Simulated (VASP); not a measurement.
Wanted: the native input for a VASP 6.6.1 run.

* Task: relaxation of shape and atoms at fixed volume
* Functional: PBE
* Potentials or basis: VASP PAW PBE potentials, release 64 (Ru_pv)
* Cutoff: 600 eV
* k mesh: 17 × 17 × 15
* Occupations: fermi-dirac, width 0.05 eV
* Spin: no spin polarisation
* Dipole correction: no
* Further INCAR settings: ALGO = Normal; EDIFF = 1e-06; IBRION = 2; EDIFFG = -0.005; NSW = 50; ISIF = 4

The structure of Ru lies in POSCAR:

```
Ru
1.0
    2.1822447581      0.0000000000      0.0000000000
   -1.0911223790      1.8898793978      0.0000000000
    0.0000000000      0.0000000000      2.0058243767
Ru
1
Direct
    0.0000000000      0.0000000000      0.0000000000
```

This isn't the form of Ru at room conditions, which is hcp.

One way to write it, as run:

INCAR

```
PREC = Accurate
ENCUT = 600
EDIFF = 1E-6
ISMEAR = -1
SIGMA = 0.05
LREAL = F
LASPH = T
NELM = 80
ALGO = Normal
ISIF = 4
LWAVE = F
LCHARG = F
GGA = PE
IBRION = 2
NSW = 50
EDIFFG = -0.005
```

KPOINTS

```
regular mesh
0
Gamma
  17 17 15
```

Potentials or basis: VASP PAW PBE potentials, release 64 (Ru_pv).

Command:

```sh
$ cat potpaw_PBE.64/Ru_pv/POTCAR > POTCAR
$ mpirun -np 1 vasp_std > vasp.out
```

It gave:

The pressure after relaxing is 585.3 GPa and the band gap on the k mesh is zero (bands 7 and 8 overlap by 8.30 eV).

Caveat: atoms lie so close that the PAW spheres overlap strongly, which falsifies energies and pressures.

It took 82 s on 1 thread of Intel Xeon 8259CL, on a shared host, peak memory 0.15 GiB.
